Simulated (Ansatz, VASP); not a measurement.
# PbS: VASP beside Ansatz

File POSCAR:

```
PbS
1.0
    3.6351320118      0.0000000000      0.0000000000
    0.0000000000      3.6351320118      0.0000000000
    0.0000000000      0.0000000000      3.6351320118
Pb S
1 1
Direct
    0.0000000000      0.0000000000      0.0000000000
    0.5000000000      0.5000000000      0.5000000000
```

The input INCAR.step1:

```
SYSTEM = PbS
ALGO = Normal ; EDIFF = 1E-5
ENCUT = 520 ; GGA = PE
ISIF = 2 ; ISMEAR = -1
LASPH = .True. ; LREAL = .False.
LWAVE = .True. ; NBANDS = 17
NELM = 80 ; PREC = Accurate
SIGMA = 0.02
```

Contents of INCAR.step2:

```
SYSTEM = PbS
AEXX = 1.0 ; AGGAC = 1.0
ALDAC = 1.0 ; ALGO = Normal
EDIFF = 1E-7 ; ENCUT = 520
GGA = PE ; ISIF = 2
ISMEAR = -1 ; ISTART = 1
LASPH = .True. ; LCHARG = .True.
LELF = .True. ; LHFCALC = .True.
LREAL = .False. ; LVHAR = .True.
LWAVE = .False. ; NBANDS = 17
NELM = 80 ; PREC = Accurate
PRECFOCK = Normal ; SIGMA = 0.02
```

Contents of KPOINTS:

```
k-points
0
Gamma
  4 4 4
  0 0 0
```

Input for Ansatz:

```yaml
crystal:
  lattice:
    - [3.6351320118, 0.0, 0.0]
    - [0.0, 3.6351320118, 0.0]
    - [0.0, 0.0, 3.6351320118]
  atoms:
    - { symbol: Pb, position: [0.0, 0.0, 0.0] }
    - { symbol: S, position: [0.5, 0.5, 0.5] }
kpoints:
  mp_grid: { grid: [4, 4, 4] }
hamiltonian:
  xc: { exchange: pbe, correlation: pbe, exx: { coeff: 1.0 } }
scf:
  occupations: { method: fermi_dirac, width: 0.02 }
  n_extra_bands: 4
output:
  forces: true
  stress: true
  eigenvalues: true
```

Alike in both runs: task single point; functional PBE-based global hybrid with a share of 1.0 of exact exchange; k mesh 4 × 4 × 4; occupations fermi-dirac, width 0.02 eV; no spin polarisation.

|  | VASP | Ansatz |
| --- | --- | --- |
| version | VASP 6.6.1 | Ansatz 0.2.0 |
| potentials or method | VASP PAW PBE potentials, release 64 (Pb_d, S) | plane waves |
| plane-wave cutoff (eV) | 520 | 420 |
| valence electrons in the cell | 20 | 20 |

|  | VASP | Ansatz | Ansatz less VASP |
| --- | --- | --- | --- |
| pressure (GPa) | -7.1 | -3.7 | +3.45 |

VASP's potentials were made for PBE, not for PBE-based global hybrid. Ansatz's warnings: stress exchange threshold loose, stress scf threshold loose.

The k mesh is coarse, so the values compare programs but aren't converged. Neither program's run includes spin-orbit coupling.
